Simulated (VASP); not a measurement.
# Si (a cell with a defect) in VASP: a series of runs

The runs below take Si (a cell with a defect) through single point, relaxation of the atoms, with PBE.

All numbers are computed with VASP 6.6.1; they aren't measurements. Logs are shortened: lines on timing, memory, paths and dates and some standing lists are left out, and cuts for length are marked.

## 1. The cell of the first run

The cell holds a defect, 63 atoms: a = 10.860 Å, b = 10.860 Å, c = 10.860 Å, α = 90.00°, β = 90.00°, γ = 90.00°.

## 2. Single point, PBE

INCAR reads:

```
PREC = Accurate
ENCUT = 520
EDIFF = 1E-6
ISMEAR = 0
SIGMA = 0.05
LREAL = Auto
LASPH = T
NELM = 60
ALGO = Normal
ISIF = 2
LWAVE = F
LCHARG = T
GGA = PE
LELF = T
LVHAR = T
NELECT = 250.0
NBANDS = 163
```

KPOINTS reads:

```
regular mesh
0
Gamma
  1 1 1
```

POSCAR reads:

```
Si
1.0
   10.8600000000      0.0000000000      0.0000000000
    0.0000000000     10.8600000000      0.0000000000
    0.0000000000      0.0000000000     10.8600000000
Si
63
Direct
    0.5007650092     -0.0015510129      0.0007650092
    0.6265008287      0.1270242173      0.1265008287
    0.7500929098      0.2499070902     -0.0007000921
    0.8729757827      0.3734991713      0.1265008287
    0.7501373849      0.0001373849      0.2501373849
    0.7501373849      0.2498626151      0.4998626151
   -0.0000929098      0.0000929098     -0.0007000921
    0.1234991713      0.1229757827      0.1265008287
    0.2492349908      0.2515510129      0.0007650092
    0.3750572744      0.3750323204      0.1249676796
    0.4998360037      0.5001639963     -0.0001639963
    0.6249676796      0.6249427256      0.1249676796
    0.7484489871      0.7507650092      0.0007650092
    0.8770242173      0.8765008287      0.1265008287
    0.2507000921      0.0000929098      0.2500929098
    0.3750000000      0.1250000000      0.3750000000
    0.4992999079      0.2499070902      0.2500929098
    0.6265008287      0.3734991713      0.3729757827
    0.7500929098      0.5007000921      0.2500929098
    0.8750000000      0.6250000000      0.3750000000
    0.4992999079      0.0000929098      0.4999070902
    0.6265008287      0.1229757827      0.6234991713
    0.8770242173      0.3734991713      0.6234991713
    0.7500929098      0.0000929098      0.7507000921
    0.8750000000      0.1250000000      0.8750000000
    0.0015510129      0.4992349908      0.0007650092
    0.1250323204      0.6250572744      0.1249676796
    0.2501639963      0.7498360037     -0.0001639963
    0.3749427256      0.8749676796      0.1249676796
   -0.0001373849      0.2498626151      0.2501373849
    0.1234991713      0.3734991713      0.3770242173
    0.2492349908      0.4992349908      0.2484489871
    0.3750000000      0.6250000000      0.3750000000
    0.5007650092      0.7507650092      0.2484489871
    0.6265008287      0.8765008287      0.3770242173
   -0.0001373849      0.0001373849      0.4998626151
    0.1234991713      0.1270242173      0.6234991713
    0.2507000921      0.2499070902      0.4999070902
    0.3749427256      0.3750323204      0.6250323204
    0.5007650092      0.4992349908      0.5015510129
    0.6249676796      0.6250572744      0.6250323204
    0.7500929098      0.7492999079      0.4999070902
    0.8729757827      0.8765008287      0.6234991713
    0.2492349908     -0.0015510129      0.7492349908
    0.3750000000      0.1250000000      0.8750000000
    0.5007650092      0.2515510129      0.7492349908
    0.6249676796      0.3750323204      0.8750572744
    0.7484489871      0.4992349908      0.7492349908
    0.8750000000      0.6250000000      0.8750000000
   -0.0000929098      0.7492999079      0.2500929098
    0.1234991713      0.8765008287      0.3729757827
   -0.0000929098      0.5007000921      0.4999070902
    0.1250323204      0.6249427256      0.6250323204
    0.2492349908      0.7507650092      0.5015510129
    0.3750572744      0.8749676796      0.6250323204
   -0.0000929098      0.2499070902      0.7507000921
    0.1250323204      0.3750323204      0.8749427256
    0.2501639963      0.5001639963      0.7501639963
    0.3750000000      0.6250000000      0.8750000000
    0.4998360037      0.7498360037      0.7501639963
    0.6249676796      0.8749676796      0.8749427256
    0.0015510129      0.7507650092      0.7492349908
    0.1250323204      0.8749676796      0.8750572744
```

Potentials or basis: VASP PAW PBE potentials, release 64 (Si).

Command:

```bash
$ cat potpaw_PBE.64/Si/POTCAR > POTCAR
$ mpirun -np 1 vasp_gam > vasp.out
```

OUTCAR:

```text
PREC = Accurate
   ENCUT = 520
   EDIFF = 1E-6
   ISMEAR = 0
   LREAL = Auto
   LASPH = T
   NELM = 60
   ISIF = 2
   GGA = PE
   NELECT = 250.0

 ion  position               nearest neighbor table
   1  0.501  0.998  0.001-  29 2.34  61 2.34  45 2.37   2 2.38
   2  0.627  0.127  0.127-   3 2.34  17 2.34   5 2.35   1 2.38
   3  0.750  0.250  0.999-   2 2.34   4 2.34  25 2.35  47 2.35
   4  0.873  0.373  0.127-   3 2.34  19 2.34  30 2.35  26 2.38
   5  0.750  0.000  0.250-   2 2.35  14 2.35  35 2.35
   6  0.750  0.250  0.500-  18 2.35  22 2.35  23 2.35
   7  1.000  0.000  0.999-   8 2.34  14 2.34  25 2.35  63 2.35
   8  0.123  0.123  0.127-   7 2.34  15 2.34  30 2.35   9 2.38
   9  0.249  0.252  0.001-  10 2.34  57 2.34  45 2.37   8 2.38
  10  0.375  0.375  0.125-   9 2.34  32 2.34  17 2.35  11 2.35
  11  0.500  0.500  1.000-  59 2.35  12 2.35  47 2.35  10 2.35
  12  0.625  0.625  0.125-  13 2.34  34 2.34  19 2.35  11 2.35
[... 49 lines left out ...]
  62  0.002  0.751  0.749-  53 2.34  63 2.34  49 2.37  43 2.38
  63  0.125  0.875  0.875-  44 2.34  62 2.34   7 2.35  28 2.35

  LATTYP: Found a simple cubic cell.
 ALAT       =    10.8600000000

  Lattice vectors:

 A1 = (  10.8600000000,   0.0000000000,   0.0000000000)
 A2 = (   0.0000000000,  10.8600000000,   0.0000000000)
 A3 = (   0.0000000000,   0.0000000000,  10.8600000000)

Analysis of symmetry for initial positions (statically):
=====================================================================
 Subroutine PRICEL returns:
 Original cell was already a primitive cell.

 Routine SETGRP: Setting up the symmetry group for a
 simple cubic supercell.

 Subroutine GETGRP returns: Found 24 space group operations
 (whereof  2 operations were pure point group operations)
 out of a pool of 48 trial point group operations.

The static configuration has the point symmetry C_1h.
 The point group associated with its full space group is T_d .

Analysis of symmetry for dynamics (positions and initial velocities):
=====================================================================
 Subroutine PRICEL returns:
 Original cell was already a primitive cell.

 Routine SETGRP: Setting up the symmetry group for a
 simple cubic supercell.

 Subroutine GETGRP returns: Found 24 space group operations
 (whereof  2 operations were pure point group operations)
 out of a pool of 48 trial point group operations.
[... 202 lines left out ...]
   EDIFFG = 0.1E-04   stopping-criterion for IOM
   NSW    =      0    number of steps for IOM
   IBRION =     -1    ionic relax: 0-MD 1-quasi-New 2-CG
   NFREE  =      0    steps in history (QN), initial steepest desc. (CG)
   ISIF   =      2    stress and relaxation
   ISYM   =      2    0-nonsym 1-usesym 2-fastsym
   POTIM  = 0.5000    time-step for ionic-motion
   TEBEG  =    0.0;   TEEND  =   0.0 temperature during run
   PSTRESS=    0.0 pullay stress
   NELECT =     250.0000    total number of electrons
   NUPDOWN=      -1.0000    fix difference up-down
   EMIN   =  10.00;   EMAX   =-10.00  energy-range for DOS
   EFERMI =   0.00;   METHOD = LEGACY
   ISMEAR =     0;   SIGMA  =   0.05  broadening in eV -4-tet -1-fermi 0-gaus
   EFERMI_NEDOS =   21; number of points for ismear=-14 and -15
   IALGO  =     38    algorithm
   IMIX   =      4    mixing-type and parameters
     AMIX     =   0.40;   BMIX     =  1.00
     AMIX_MAG =   1.60;   BMIX_MAG =  1.00
  volume/ion in A,a.u.               =      20.33       137.20
  Fermi-wavevector in a.u.,A,eV,Ry     =   0.949639  1.794557 12.269916  0.901813
  Thomas-Fermi vector in A             =   2.077940
   LORBIT       =      0    0 simple, 1 ext, 2 COOP (PROOUT), +10 PAW based schemes
   GGA     = PE    functional components
   LHFCALC =     F    Hartree Fock is set to
   AEXX    =    0.0000 exact exchange contribution
   IVDW    =     0    specifies the selected vdW correction
   LEPSILON=     F    determine dielectric tensor
   LRPA    =     F    only Hartree local field effects (RPA)
 non-spin polarized calculation
 Gauss-broadening in eV      SIGMA  =   0.05
  energy-cutoff  :      520.00
  volume of cell :     1280.82
 maximum number of plane-waves:     17229
 NGX is ok and might be reduce to    84
   NGX = 41   NGY = 41   NGZ = 41

 number of electron     249.9999979 magnetization

 Free energy of the ion-electron system (eV)
  ---------------------------------------------------
  ext. energy  EPLUGINS =         0.00000000
  ---------------------------------------------------
  free energy    TOTEN  =      -344.47173621 eV

  energy without entropy =     -344.47173621  energy(sigma->0) =     -344.47173621

 E-fermi :   5.6714     XC(G=0):  -9.3000

 val. band max:        5.4017823965   @ k =   0.0000   0.0000   0.0000
 cond. band min:       6.2938087571   @ k =   0.0000   0.0000   0.0000
 fundamental gap:      0.8920263606
 Fermi energy:         5.6714493228

 k-point     1 :       0.0000    0.0000    0.0000
  band No.  band energies     occupation
      1      -6.2012      2.00000
      2      -5.1572      2.00000
      3      -5.1572      2.00000
      4      -5.1572      2.00000
      5      -5.1415      2.00000
      6      -5.1415      2.00000
[... 129 lines left out ...]
    136       6.8893      0.00000
    137       6.9169      0.00000
 [bands above 137 left out]

------------------------ aborting loop because EDIFF is reached ----------------------------------------

  FORCE on cell =-STRESS in cart. coord.  units (eV):
  Direction    XX          YY          ZZ          XY          YZ          ZX
  --------------------------------------------------------------------------------------
  -------------------------------------------------------------------------------------
  Total       -1.9682916     -1.9682916     -1.9682916      0.0000000     -0.0000000     -0.0000000
  in kB       -2.4621275     -2.4621275     -2.4621275      0.0000000     -0.0000000     -0.0000000
  external PRESSURE =      -2.4621275 kB  Pullay stress =       0.0000000 kB

 VOLUME and BASIS-vectors are now :
 -----------------------------------------------------------------------------
  energy-cutoff  :      520.00
  volume of cell :     1280.82
      direct lattice vectors                 reciprocal lattice vectors
    10.860000000  0.000000000  0.000000000     0.092081031  0.000000000  0.000000000
     0.000000000 10.860000000  0.000000000     0.000000000  0.092081031  0.000000000
     0.000000000  0.000000000 10.860000000     0.000000000  0.000000000  0.092081031

 POSITION                                       TOTAL-FORCE (eV/Angst)
 -----------------------------------------------------------------------------------
      5.43831     10.84316      0.00831        -0.005074      0.008664     -0.005074
      6.80380      1.37948      1.37380         0.005830     -0.001033      0.005830
      8.14601      2.71399     10.85240         0.005644     -0.005644     -0.001004
      9.48052      4.05620      1.37380         0.001033     -0.005830      0.005830
      8.14649      0.00149      2.71649        -0.006713     -0.006713     -0.006713
      8.14649      2.71351      5.42851        -0.006713      0.006713      0.006713
[... 55 lines left out ...]
      0.01684      8.15331      8.13669        -0.008664     -0.005074      0.005074
      1.35785      9.50215      9.50312        -0.001827      0.001827     -0.003036
 -----------------------------------------------------------------------------------
    total drift:                               -0.000000     -0.000000      0.000000

  FREE ENERGIE OF THE ION-ELECTRON SYSTEM (eV)
  ---------------------------------------------------
  free  energy   TOTEN  =      -344.4717362094 eV

  energy  without entropy=     -344.4717362094  energy(sigma->0) =     -344.47173621
```

Wall time 3.9 min (1 thread of Intel Xeon 6975P-C (Granite Rapids), shared host); peak memory 1 GiB.

What came out:

```
Free energy   : -344.4717 eV
Largest force : 0.012 eV/Å
```

Forces in eV/Å, atoms in the order of the input:
```
Si  -0.005  0.009 -0.005
Si   0.006 -0.001  0.006
Si   0.006 -0.006 -0.001
Si   0.001 -0.006  0.006
Si  -0.007 -0.007 -0.007
Si  -0.007  0.007  0.007
Si  -0.006  0.006 -0.001
Si  -0.006  0.001  0.006
Si   0.005 -0.009 -0.005
Si  -0.003 -0.002  0.002
Si  -0.002  0.002 -0.002
Si   0.002  0.003  0.002
Si   0.009 -0.005 -0.005
Si  -0.001  0.006  0.006
Si   0.001  0.006  0.006
Si   0.000  0.000  0.000
Si  -0.001 -0.006  0.006
Si   0.006 -0.006  0.001
Si   0.006  0.001  0.006
Si   0.000  0.000  0.000
Si  -0.001  0.006 -0.006
Si   0.006  0.001 -0.006
Si  -0.001 -0.006 -0.006
Si   0.006  0.006  0.001
Si   0.000  0.000  0.000
Si  -0.009  0.005 -0.005
Si  -0.002 -0.003  0.002
Si   0.002 -0.002 -0.002
Si   0.003  0.002  0.002
Si   0.007  0.007 -0.007
Si  -0.006 -0.006 -0.001
Si   0.005  0.005  0.009
Si   0.000  0.000  0.000
Si  -0.005 -0.005  0.009
Si   0.006  0.006 -0.001
Si   0.007 -0.007  0.007
Si  -0.006 -0.001 -0.006
Si   0.001 -0.006 -0.006
Si   0.003 -0.002 -0.002
Si  -0.005  0.005 -0.009
Si   0.002 -0.003 -0.002
Si   0.006 -0.001 -0.006
Si   0.001  0.006 -0.006
Si   0.005  0.009  0.005
Si   0.000  0.000  0.000
Si  -0.005 -0.009  0.005
Si   0.002 -0.002 -0.003
Si   0.009  0.005  0.005
Si   0.000  0.000  0.000
Si  -0.006 -0.001  0.006
Si  -0.006  0.006  0.001
Si  -0.006  0.001 -0.006
Si  -0.002  0.003 -0.002
Si   0.005 -0.005 -0.009
Si  -0.003  0.002 -0.002
Si  -0.006 -0.006  0.001
Si  -0.002 -0.002  0.003
Si   0.002  0.002  0.002
Si   0.000  0.000  0.000
Si  -0.002 -0.002  0.002
Si   0.002  0.002  0.003
Si  -0.009 -0.005  0.005
Si  -0.002  0.002 -0.003
```

Levels at points of the mesh, in eV from the Fermi level:
```tsv
k point	band 122	band 123	band 124	band 125	band 126	band 127	band 128	band 129
(0.00, 0.00, 0.00)	-1.16	-0.27	-0.27	-0.27	0.62	0.62	0.62	0.83
```

Caveat: the k points lie up to 0.58 Å⁻¹ apart; the cell carries a net charge on a neutralising background, which shifts energy and pressure; the cell is charged against a uniform background, so pressure and absolute levels hang on convention.

(Continued in part 2 of 2.)
